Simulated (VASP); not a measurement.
Here is a VASP 6.6.1 calculation.

Contents of INCAR:

```
SYSTEM = Pd
  PREC = Accurate
  ENCUT = 520
  EDIFF = 1E-7
  ISMEAR = 0
  SIGMA = 0.1
  LREAL = .FALSE.
  LASPH = .TRUE.
  NELM = 80
  ALGO = Fast
  ISIF = 2
  LWAVE = .FALSE.
  LCHARG = .FALSE.
  GGA = PE
  NBANDS = 61
```

File KPOINTS:

```
Automatic mesh
0
G
  18 18 2
  0 0 0
```

File POSCAR:

```
Pd
1.0
    2.7799608951      0.0000000000      0.0000000000
   -1.3899804476      2.4075167566      0.0000000000
    0.0000000000      0.0000000000     22.9300085645
Pd
10
Direct
    0.0000000000      0.0000000000     -0.0006994337
    0.3333333333      0.6666666667      0.0987212113
    0.6666666667      0.3333333333      0.1988555820
    0.3333333333      0.6666666667      0.2996195675
    0.6666666667      0.3333333333      0.4003804325
    0.3333333333      0.6666666667      0.5011444180
    0.6666666667      0.3333333333      0.6012787887
    0.0000000000      0.0000000000      0.7006994337
    0.3333333333      0.6666666667      0.8002211913
    0.6666666667      0.3333333333      0.8997788087
```

Potentials or basis: VASP PAW PBE potentials, release 64 (Pd).

Run with:

```bash
$ cat potpaw_PBE.64/Pd/POTCAR > POTCAR
$ mpirun -np 1 vasp_std > vasp.out
```

Estimate the pressure.

-0.3 GPa.

What does it give for the band gap on the k mesh?

Zero (bands 50 and 51 overlap by 0.94 eV).
